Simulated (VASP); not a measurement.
Input of a VASP 6.6.1 run:

File INCAR:

```
SYSTEM = Re
PREC = Accurate
ENCUT = 560
EDIFF = 1E-6
ISMEAR = -1
SIGMA = 0.1
LREAL = .FALSE.
LASPH = .TRUE.
NELM = 120
ALGO = Normal
ISIF = 2
LWAVE = .FALSE.
LCHARG = .FALSE.
GGA = PS
NBANDS = 14
GGA_COMPAT = .FALSE.
```

The input KPOINTS:

```
regular mesh
0
G
  17 17 16
  0 0 0
```

File POSCAR:

```
Re
1.0
    2.5892804081      0.0000000000      0.0000000000
   -1.2946402041      2.2423826110      0.0000000000
    0.0000000000      0.0000000000      2.3264854342
Re
1
Direct
    0.0000000000      0.0000000000      0.0000000000
```

Potentials or basis: VASP PAW PBE potentials, release 64 (Re_sv_GW).

Launch:

```bash
$ cat potpaw_PBE.64/Re_sv_GW/POTCAR > POTCAR
$ mpirun -np 1 vasp_std > vasp.out
```

Question: Predict the pressure.

Answer: 67.6 GPa.

Question: What does it give for the band gap on the k mesh?

Answer: Zero (an odd number of electrons rules out a gap without spin polarisation).

Stress tensor (GPa, compression positive):
```
67.33  0.00  0.00
 0.00 67.33  0.00
 0.00  0.00 68.05
```

Caveat: the cell stands under pressure; the PAW data sets were made with another functional, which shifts forces and pressure a little; spin-orbit coupling is left out, which moves the levels of the heavy elements.
